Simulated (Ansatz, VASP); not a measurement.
**Sr: VASP beside Ansatz**

```
CELL_PARAMETERS angstrom
0.00000 3.04235 3.04235
3.04235 0.00000 3.04235
3.04235 3.04235 0.00000
ATOMIC_POSITIONS crystal
Sr 0.00000 0.00000 0.00000
```

Alike in both runs: functional PBEsol; k mesh 6 × 6 × 6; occupations fermi-dirac, width 0.05 eV; no spin polarisation.

|  | VASP | Ansatz |
| --- | --- | --- |
| version | VASP 6.6.1 | Ansatz 0.2.0 |
| potentials or method | VASP PAW PBE potentials, release 64 (Sr_sv), cutoff 520 eV | all-electron LAPW, scalar-relativistic |
| task | single point | band structure |

|  | VASP | Ansatz | Ansatz less VASP |
| --- | --- | --- | --- |
| pressure (GPa) | -0.8 | -0.9 | -0.01 |

VASP's potentials were made for PBE, not for PBEsol. Ansatz ran all-electron here, and VASP with PAW potentials.

Noted on Ansatz's run: the k mesh is thin for a metal, which can move the energy by tens of meV per atom.
